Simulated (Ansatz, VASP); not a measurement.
## AlCo: VASP beside Ansatz

```
Co Al
1.0
     0.00000    0.00000    2.85282
     2.85282   -2.85282    0.00000
     2.85282    2.85282    0.00000
Co Al
2 2
Direct
  0.00000 0.00000 0.00000
  0.00000 0.50000 0.50000
  0.50000 0.50000 0.00000
  0.50000 0.00000 0.50000
```

Alike in both runs: task single point; functional PBE; k mesh 13 × 9 × 9; occupations fermi-dirac, width 0.1 eV; no spin polarisation.

```csv
,VASP,Ansatz
version,VASP 6.6.1,Ansatz 0.2.0
potentials or method,"VASP PAW PBE potentials, release 64 (Co, Al), cutoff 520 eV","all-electron LAPW, scalar-relativistic"
```

|  | VASP | Ansatz | Ansatz less VASP |
| --- | --- | --- | --- |
| pressure (GPa) | 0.0 | 0.0 | -0.03 |

Ansatz ran all-electron here, and VASP with PAW potentials.
